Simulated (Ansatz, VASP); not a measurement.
## AlCo3: VASP beside Ansatz

File INCAR:

```
ALGO = Fast ; EDIFF = 1E-7
ENCUT = 520 ; GGA = PS
ISIF = 2 ; ISMEAR = 1
ISPIN = 2 ; LASPH = True
LCHARG = True ; LELF = True
LMAXMIX = 4 ; LORBIT = 11
LREAL = False ; LVHAR = True
LWAVE = False ; MAGMOM = 0 1.48 1.48 1.48
NBANDS = 27 ; NELM = 150
PREC = Accurate ; SIGMA = 0.2
```

The input KPOINTS:

```
k-points
0
Gamma
  12 12 12
```

File POSCAR:

```
AlCo3
1.0
    3.5749480000      0.0000000000      0.0000000000
    0.0000000000      3.5749480000      0.0000000000
    0.0000000000      0.0000000000      3.5749480000
Al Co
1 3
Direct
    0.0000000000      0.0000000000      0.0000000000
    0.5000000000      0.5000000000      0.0000000000
    0.5000000000      0.0000000000      0.5000000000
    0.0000000000      0.5000000000      0.5000000000
```

Input for Ansatz:

```yaml
crystal:
  lattice:
    - [3.574948, 0.0, 0.0]
    - [0.0, 3.574948, 0.0]
    - [0.0, 0.0, 3.574948]
  atoms:
    - { symbol: Al, position: [0.0, 0.0, 0.0] }
    - { symbol: Co, position: [0.5, 0.5, 0.0], spin: 1.48 }
    - { symbol: Co, position: [0.5, 0.0, 0.5], spin: 1.48 }
    - { symbol: Co, position: [0.0, 0.5, 0.5], spin: 1.48 }
basis:
  ecutwfc: 420
kpoints:
  mp_grid: { grid: [12, 12, 12] }
hamiltonian:
  xc: pbesol
scf:
  occupations: { method: methfessel_paxton, width: 0.2 }
output:
  forces: true
  stress: true
  eigenvalues: true
  populations: true
magnetization:
  spin_polarized: true
```

Alike in both runs: task single point; functional PBEsol; k mesh 12 × 12 × 12; occupations methfessel-paxton of order 1, width 0.2 eV; collinear spin.

```csv
,VASP,Ansatz
version,VASP 6.6.1,Ansatz 0.2.0
potentials or method,"VASP PAW PBE potentials, release 64 (Al, Co), cutoff 520 eV","scalar-relativistic, plane waves, PAW"
valence electrons in the cell,30,54
```

Ansatz gave:

* gap on the k mesh at the Fermi level (eV): none
* pressure (GPa): -7.4
* net moment per atom (μB): 0.97
* size of the moment on the site where the two differ most (μB): 1.35

Estimate VASP's values.

gap on the k mesh at the Fermi level (eV): none; pressure (GPa): -7.7; net moment per atom (μB): 0.97; size of the moment on the site where the two differ most (μB): 1.32.

VASP's potentials were made for PBE, not for PBEsol. Site moments also hang on the region over which each program counts them. A gap of «none» marks a metal or a gap that the smearing closes. With one functional, cell and mesh, what is left measures potentials, basis and numerics. VASP's potentials hold 30 valence electrons a cell and Ansatz's 54, so a difference there can come from the potentials and not from the codes. Ansatz's warnings: stability check not made.
